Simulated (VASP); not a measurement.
# GaSb (F-43m) in VASP: a series of runs

Runs on GaSb. Level: LDA. Tasks: relaxation of cell and atoms.

Everything below comes from runs of VASP 6.6.1. Logs are shortened: lines on timing, memory, paths and dates and some standing lists are left out, and cuts for length are marked.

### 1 The cell of the first run

It takes space group F-43m (No. 216, cubic). Conventional cell: a = 6.049 Å, b = 6.049 Å, c = 6.049 Å, α = 90.00°, β = 90.00°, γ = 90.00°. Within 3.5 Å of Ga (site symmetry -43m) lie 4 Sb at 2.62 Å. Within 3.5 Å of Sb (site symmetry -43m) lie 4 Ga at 2.62 Å.

### 2 Relaxation of cell and atoms, LDA

The input, INCAR:

```
SYSTEM = GaSb
PREC = Accurate
ENCUT = 600
EDIFF = 1E-6
ISMEAR = -1
SIGMA = 0.15
LREAL = .False.
LASPH = .True.
NELM = 100
ALGO = Normal
ISIF = 3
LWAVE = .False.
LCHARG = .False.
GGA = CA
IBRION = 2
NSW = 80
EDIFFG = -0.001
```

The input, KPOINTS:

```
regular mesh
0
Gamma
  16 16 16
  0 0 0
```

The input, POSCAR:

```
GaSb
1.0
    0.0000000000      3.0245489468      3.0245489468
    3.0245489468      0.0000000000      3.0245489468
    3.0245489468      3.0245489468      0.0000000000
Ga Sb
1 1
Direct
    0.0000000000      0.0000000000      0.0000000000
    0.2500000000      0.2500000000      0.2500000000
```

Potentials or basis: VASP PAW LDA potentials, release 64 (Ga_d, Sb).

Command:

```sh
> cat potpaw_LDA.64/Ga_d/POTCAR potpaw_LDA.64/Sb/POTCAR > POTCAR
> mpirun -np 1 vasp_std > vasp.out
```

OUTCAR:

```text
SYSTEM = GaSb
   PREC = Accurate
   ENCUT = 600
   EDIFF = 1E-6
   ISMEAR = -1
   LREAL = .False.
   LASPH = .True.
   NELM = 100
   ISIF = 3
   GGA = CA
   IBRION = 2
   NSW = 80
   EDIFFG = -0.001

 ion  position               nearest neighbor table
   1  0.000  0.000  0.000-   2 2.62   2 2.62   2 2.62   2 2.62
   2  0.250  0.250  0.250-   1 2.62   1 2.62   1 2.62   1 2.62

  LATTYP: Found a face centered cubic cell.
 ALAT       =     6.0490978936

  Lattice vectors:

 A1 = (   0.0000000000,   3.0245489468,   3.0245489468)
 A2 = (   3.0245489468,   0.0000000000,   3.0245489468)
 A3 = (   3.0245489468,   3.0245489468,   0.0000000000)

Analysis of symmetry for initial positions (statically):
=====================================================================
 Subroutine PRICEL returns:
 Original cell was already a primitive cell.

 Routine SETGRP: Setting up the symmetry group for a
 face centered cubic supercell.

 Subroutine GETGRP returns: Found 24 space group operations
 (whereof 24 operations were pure point group operations)
 out of a pool of 48 trial point group operations.

The static configuration has the point symmetry T_d .

Analysis of symmetry for dynamics (positions and initial velocities):
=====================================================================
 Subroutine PRICEL returns:
 Original cell was already a primitive cell.

 Routine SETGRP: Setting up the symmetry group for a
 face centered cubic supercell.

 Subroutine GETGRP returns: Found 24 space group operations
 (whereof 24 operations were pure point group operations)
 out of a pool of 48 trial point group operations.

The dynamic configuration has the point symmetry T_d .

 Subroutine INISYM returns: Found 24 space group operations
 (whereof 24 operations are pure point group operations),
 and found     1 'primitive' translations

----------------------------------------------------------------------------------------

                                     Primitive cell

  volume of cell :      55.3365

  direct lattice vectors                    reciprocal lattice vectors
     0.000000000  3.024548947  3.024548947    -0.165313906  0.165313906  0.165313906
     3.024548947  0.000000000  3.024548947     0.165313906 -0.165313906  0.165313906
     3.024548947  3.024548947  0.000000000     0.165313906  0.165313906 -0.165313906

  length of vectors
     4.277358141  4.277358141  4.277358141     0.286332084  0.286332084  0.286332084

  position of ions in fractional coordinates (direct lattice)
     0.000000000  0.000000000  0.000000000
     0.250000000  0.250000000  0.250000000

  ion indices of the primitive-cell ions
   primitive index   ion index
                 1           1
                 2           2

----------------------------------------------------------------------------------------

 KPOINTS: regular mesh

Automatic generation of k-mesh.
 Grid dimensions read from file:
 generate k-points for:   16   16   16

 Generating k-lattice:

  Cartesian coordinates                     Fractional coordinates (reciprocal lattice)
    -0.010332119  0.010332119  0.010332119     0.062500000  0.000000000  0.000000000
     0.010332119 -0.010332119  0.010332119     0.000000000  0.062500000  0.000000000
     0.010332119  0.010332119 -0.010332119     0.000000000  0.000000000  0.062500000

  Length of vectors
     0.017895755  0.017895755  0.017895755

  Shift w.r.t. Gamma in fractional coordinates (k-lattice)
     0.000000000  0.000000000  0.000000000

 Subroutine IBZKPT returns following result:
 ===========================================

 Found    145 irreducible k-points:

 Following reciprocal coordinates:
            Coordinates               Weight
  0.000000  0.000000  0.000000      1.000000
  0.062500  0.000000  0.000000      8.000000
  0.125000  0.000000  0.000000      8.000000
  0.187500  0.000000  0.000000      8.000000
  0.250000  0.000000  0.000000      8.000000
  0.312500  0.000000  0.000000      8.000000
[... 16 lines left out ...]
 -0.125000  0.062500  0.000000     24.000000
 -0.062500  0.062500  0.000000     12.000000
 [... further k-points ...]
   k-points           NKPTS =    145   k-points in BZ     NKDIM =    145   number of bands    NBANDS=     13
   number of dos      NEDOS =    301   number of ions     NIONS =      2
   total plane-waves  NPLWV =  46656
   dimension x,y,z NGX =    36 NGY =   36 NGZ =   36
   dimension x,y,z NGXF=    72 NGYF=   72 NGZF=   72
   ions per type =               1   1
   NGX,Y,Z   is equivalent  to a cutoff of  13.99, 13.99, 13.99 a.u.
   NGXF,Y,Z  is equivalent  to a cutoff of  27.98, 27.98, 27.98 a.u.
 SYSTEM =  GaSb
   PREC   = accura    normal or accurate (medium, high low for compatibility)
   ISTART =      0    job   : 0-new  1-cont  2-samecut
   ICHARG =      2    charge: 1-file 2-atom 10-const
   ISPIN  =      1    spin polarized calculation?
   LNONCOLLINEAR =      F non collinear calculations
   LSORBIT =      F    spin-orbit coupling
   LASPH  =      T    aspherical Exc in radial PAW
   ENCUT  =  600.0 eV  44.10 Ry    6.64 a.u.   8.54  8.54  8.54*2*pi/ulx,y,z
   NELM   =    100;   NELMIN=  2; NELMDL= -5     # of ELM steps
   EDIFF  = 0.1E-05   stopping-criterion for ELM
   LREAL  =      F    real-space projection
   EDIFFG = -.1E-02   stopping-criterion for IOM
   NSW    =     80    number of steps for IOM
   IBRION =      2    ionic relax: 0-MD 1-quasi-New 2-CG
   NFREE  =      1    steps in history (QN), initial steepest desc. (CG)
   ISIF   =      3    stress and relaxation
   ISYM   =      2    0-nonsym 1-usesym 2-fastsym
   POTIM  = 0.5000    time-step for ionic-motion
   TEBEG  =    0.0;   TEEND  =   0.0 temperature during run
   PSTRESS=    0.0 pullay stress
   NELECT =      18.0000    total number of electrons
   NUPDOWN=      -1.0000    fix difference up-down
   EMIN   =  10.00;   EMAX   =-10.00  energy-range for DOS
   EFERMI =   0.00;   METHOD = LEGACY
   ISMEAR =    -1;   SIGMA  =   0.15  broadening in eV -4-tet -1-fermi 0-gaus
   EFERMI_NEDOS =   21; number of points for ismear=-14 and -15
   IALGO  =     38    algorithm
   IMIX   =      4    mixing-type and parameters
     AMIX     =   0.40;   BMIX     =  1.00
     AMIX_MAG =   1.60;   BMIX_MAG =  1.00
  volume/ion in A,a.u.               =      27.67       186.71
  Fermi-wavevector in a.u.,A,eV,Ry     =   1.125888  2.127619 17.247058  1.267623
  Thomas-Fermi vector in A             =   2.262567
   LORBIT       =      0    0 simple, 1 ext, 2 COOP (PROOUT), +10 PAW based schemes
   GGA     = CA    functional components
   LHFCALC =     F    Hartree Fock is set to
   AEXX    =    0.0000 exact exchange contribution
   IVDW    =     0    specifies the selected vdW correction
   LEPSILON=     F    determine dielectric tensor
   LRPA    =     F    only Hartree local field effects (RPA)
 conjugate gradient relaxation of ions
 non-spin polarized calculation
  energy-cutoff  :      600.00
  volume of cell :       55.34
 maximum number of plane-waves:      1868
 NGX is ok and might be reduce to    36
   NGX = 17   NGY = 17   NGZ = 17

--------------------------------------- Ionic step        1  -------------------------------------------

 number of electron      18.0000004 magnetization

 Free energy of the ion-electron system (eV)
  ---------------------------------------------------
  ext. energy  EPLUGINS =         0.00000000
  ---------------------------------------------------
  free energy    TOTEN  =        -8.67592517 eV

  energy without entropy =       -8.67018104  energy(sigma->0) =       -8.67305310

------------------------ aborting loop because EDIFF is reached ----------------------------------------

  FORCE on cell =-STRESS in cart. coord.  units (eV):
  Direction    XX          YY          ZZ          XY          YZ          ZX
  --------------------------------------------------------------------------------------
  -------------------------------------------------------------------------------------
  Total        0.0700256      0.0700256      0.0700256      0.0000000      0.0000000     -0.0000000
  in kB        2.0274747      2.0274747      2.0274747      0.0000000      0.0000000     -0.0000000
  external PRESSURE =       2.0274747 kB  Pullay stress =       0.0000000 kB

 VOLUME and BASIS-vectors are now :
 -----------------------------------------------------------------------------
  energy-cutoff  :      600.00
  volume of cell :       55.34
      direct lattice vectors                 reciprocal lattice vectors
     0.000000000  3.024548947  3.024548947    -0.165313906  0.165313906  0.165313906
     3.024548947  0.000000000  3.024548947     0.165313906 -0.165313906  0.165313906
     3.024548947  3.024548947  0.000000000     0.165313906  0.165313906 -0.165313906
[... 109 lines left out ...]
 POSITION                                       TOTAL-FORCE (eV/Angst)
 -----------------------------------------------------------------------------------
      3.02884      3.02884     -0.00000         0.000000      0.000000     -0.000000
      1.51442      1.51442      1.51442        -0.000000     -0.000000      0.000000
 -----------------------------------------------------------------------------------
    total drift:                               -0.000000     -0.000000     -0.000000

  FREE ENERGIE OF THE ION-ELECTRON SYSTEM (eV)
  ---------------------------------------------------
  free  energy   TOTEN  =        -8.6760708958 eV

  energy  without entropy=       -8.6702252897  energy(sigma->0) =       -8.67314809

--------------------------------------- Ionic step        5  -------------------------------------------

 number of electron      18.0000005 magnetization

 Free energy of the ion-electron system (eV)
  ---------------------------------------------------
  ext. energy  EPLUGINS =         0.00000000
  ---------------------------------------------------
  free energy    TOTEN  =        -8.67607181 eV

  energy without entropy =       -8.67023150  energy(sigma->0) =       -8.67315165

 E-fermi :   5.1992     XC(G=0):  -9.5268

 val. band max:        5.0799125865   @ k =   0.0000   0.0000   0.0000
 cond. band min:       5.3518779188   @ k =   0.5000   0.0000   0.0000
 fundamental gap:      0.2719653323
 Fermi energy:         5.1991636000

 k-point     1 :       0.0000    0.0000    0.0000
  band No.  band energies     occupation
      1     -10.2131      2.00000
      2     -10.2131      2.00000
      3     -10.2131      2.00000
      4     -10.1590      2.00000
      5     -10.1590      2.00000
      6      -6.7384      2.00000
      7       4.9894      1.60397
      8       4.9894      1.60397
      9       4.9894      1.60397
     10       5.0799      1.37781
     11       7.7322      0.00000
     12       7.7322      0.00000
     13       7.7322      0.00000

 k-point     2 :       0.0625    0.0000    0.0000
  band No.  band energies     occupation
      1     -10.2143      2.00000
      2     -10.2126      2.00000
      3     -10.2126      2.00000
      4     -10.1591      2.00000
      5     -10.1591      2.00000
      6      -6.6967      2.00000
      7       4.0286      1.99918
      8       4.9132      1.74128
      9       4.9132      1.74128
     10       5.7788      0.04109
     11       7.8350      0.00000
[... 339 lines left out ...]
 k-point    24 :      -0.0625    0.0625    0.0000
  band No.  band energies     occupation
      1     -10.2165      2.00000
      2     -10.2120      2.00000
      3     -10.2112      2.00000
      4     -10.1594      2.00000
      5     -10.1589      2.00000
      6      -6.6275      2.00000
      7       3.4087      1.99999
      8       4.5323      1.97682
      9       4.9175      1.73471
     10       6.1476      0.00358
     11       7.8445      0.00000
     12       7.8638      0.00000
     13       8.3686      0.00000

 [... further k-points ...]

------------------------ aborting loop because EDIFF is reached ----------------------------------------

  FORCE on cell =-STRESS in cart. coord.  units (eV):
  Direction    XX          YY          ZZ          XY          YZ          ZX
  --------------------------------------------------------------------------------------
  -------------------------------------------------------------------------------------
  Total        0.0012510      0.0012510      0.0012510      0.0000000      0.0000000     -0.0000000
  in kB        0.0360747      0.0360747      0.0360747      0.0000000      0.0000000     -0.0000000
  external PRESSURE =       0.0360747 kB  Pullay stress =       0.0000000 kB

 VOLUME and BASIS-vectors are now :
 -----------------------------------------------------------------------------
  energy-cutoff  :      600.00
  volume of cell :       55.56
      direct lattice vectors                 reciprocal lattice vectors
    -0.000000000  3.028650511  3.028650511    -0.165090029  0.165090029  0.165090029
     3.028650511  0.000000000  3.028650511     0.165090029 -0.165090029  0.165090029
     3.028650511  3.028650511 -0.000000000     0.165090029  0.165090029 -0.165090029

 POSITION                                       TOTAL-FORCE (eV/Angst)
 -----------------------------------------------------------------------------------
      0.00000      0.00000      0.00000        -0.000000     -0.000000     -0.000000
      1.51433      1.51433      1.51433         0.000000      0.000000      0.000000
 -----------------------------------------------------------------------------------
    total drift:                               -0.000000     -0.000000     -0.000000

  FREE ENERGIE OF THE ION-ELECTRON SYSTEM (eV)
  ---------------------------------------------------
  free  energy   TOTEN  =        -8.6760718094 eV

  energy  without entropy=       -8.6702314990  energy(sigma->0) =       -8.67315165

 reached required accuracy - stopping structural energy minimisation
```

It took 6.3 min on 1 thread of Intel Xeon 8259CL, shared host; peak memory 0.29 GiB.

Results:

```yaml
Free_energy: -8.6761 eV
Relaxed_volume: 27.78 Å³/atom
Relaxed_cell: a = 4.283 Å, b = 4.283 Å, c = 4.283 Å, α = 60.00°, β = 60.00°, γ = 60.00°
Space_group_after_relaxing_to_0.1_Å: F-43m (No. 216)
Energy_gained_by_relaxing: 0.1 meV/atom
Ionic_steps: 5
Pressure_after_relaxing: 0.0 GPa
Band_gap_on_the_k_mesh: 0.09 eV
```

The path:
```csv
step,energy change (eV),largest force (eV/Å),pressure (GPa),volume (Å³)
1,0.0000,0.0000,0.20,55.34
2,-0.0001,0.0000,-0.08,55.62
3,-0.0001,0.0000,0.03,55.55
4,-0.0001,0.0000,-0.04,55.57
5,-0.0001,0.0000,0.00,55.56
```

Final structure:
```
Ga Sb
1.0
     0.00000    3.02865    3.02865
     3.02865    0.00000    3.02865
     3.02865    3.02865    0.00000
Ga Sb
1 1
Direct
  0.00000 0.00000 0.00000
  0.25000 0.25000 0.25000
```

Levels at points of the mesh, in eV from the valence-band top:
```
           k point  band 5  band 6  band 7  band 8  band 9  band 10  band 11  band 12  band 13
(0.00, 0.00, 0.00)  -15.15  -11.73    0.00    0.00    0.00     0.09     2.74     2.74     2.74
(0.50, 0.00, 0.00)  -15.15  -10.03   -6.55   -1.20   -1.20     0.36     3.72     3.72     6.30
(0.50, 0.50, 0.00)  -15.14   -9.16   -6.99   -2.68   -2.68     0.80     1.11     8.77     8.77
```

Caveat: the smearing spreads over this small gap; semilocal functionals underestimate gaps, and a narrow one can read as zero; spin-orbit coupling is left out, which moves the levels of the heavy elements. A k mesh can miss the band edges.

### 3 Relaxation of cell and atoms, LDA

This run uses another cell than the first one, of 28.89 Å³/atom.

The input, INCAR:

```
SYSTEM = GaSb
ALGO = Normal
EDIFF = 1E-6
EDIFFG = -0.002
ENCUT = 600
IBRION = 2
ISIF = 3
ISMEAR = 0
LASPH = .TRUE.
LCHARG = .FALSE.
LREAL = .FALSE.
LWAVE = .FALSE.
NELM = 100
NSW = 100
PREC = Accurate
SIGMA = 0.1
```

The input, KPOINTS:

```
k-points
0
G
  16 16 16
  0 0 0
```

The input, POSCAR:

```
GaSb
1.0
    0.0000000000      3.0686043200      3.0686043200
    3.0686043200      0.0000000000      3.0686043200
    3.0686043200      3.0686043200      0.0000000000
Ga Sb
1 1
Direct
    0.0000000000      0.0000000000      0.0000000000
    0.2500000000      0.2500000000      0.2500000000
```

Potentials or basis: VASP PAW LDA potentials, release 64 (Ga_d, Sb).

Command:

```sh
> cat potpaw_LDA.64/Ga_d/POTCAR potpaw_LDA.64/Sb/POTCAR > POTCAR
> mpirun -np 1 vasp_std > vasp.out
```

Run time: 5.2 min. Hardware: 1 thread of Intel Xeon 8259CL, shared host; peak memory 0.29 GiB.

It converged, with:

```
Free energy                           : -8.6748 eV
Relaxed volume                        : 27.76 Å³/atom
Relaxed cell                          : a = 4.282 Å, b = 4.282 Å, c = 4.282 Å, α = 60.00°, β = 60.00°, γ = 60.00°
Space group after relaxing (to 0.1 Å) : F-43m (No. 216)
Energy gained by relaxing             : 7.5 meV/atom
Ionic steps                           : 3
Pressure after relaxing               : 0.0 GPa
Band gap on the k mesh                : 0.10 eV
```

The path:
```
step  energy change (eV)  largest force (eV/Å)  pressure (GPa)  volume (Å³)
   1              0.0000                0.0000           -2.04        57.79
   2             -0.0130                0.0000            0.77        54.76
   3             -0.0149                0.0000            0.00        55.52
```

Final structure:
```yaml
crystal:
  lattice:
    - [0.00000, 3.02793, 3.02793]
    - [3.02793, 0.00000, 3.02793]
    - [3.02793, 3.02793, 0.00000]
  atoms:
    - { symbol: Ga, position: [0.00000, 0.00000, 0.00000] }
    - { symbol: Sb, position: [0.25000, 0.25000, 0.25000] }
```

Levels at points of the mesh, in eV from the valence-band top:
| k point | band 7 | band 8 | band 9 | band 10 | band 11 | band 12 |
| --- | --- | --- | --- | --- | --- | --- |
| (0.00, 0.00, 0.00) | 0.00 | 0.00 | 0.00 | 0.09 | 2.74 | 2.74 |
| (0.50, 0.00, 0.00) | -6.56 | -1.20 | -1.20 | 0.36 | 3.72 | 3.72 |
| (0.50, 0.50, 0.00) | -6.99 | -2.68 | -2.68 | 0.80 | 1.11 | 8.78 |

Caveat: the smearing spreads over this small gap; semilocal functionals underestimate gaps, and a narrow one can read as zero; spin-orbit coupling is left out, which moves the levels of the heavy elements.

The gap in the log of VASP goes by the Fermi energy; the results here count the filled bands.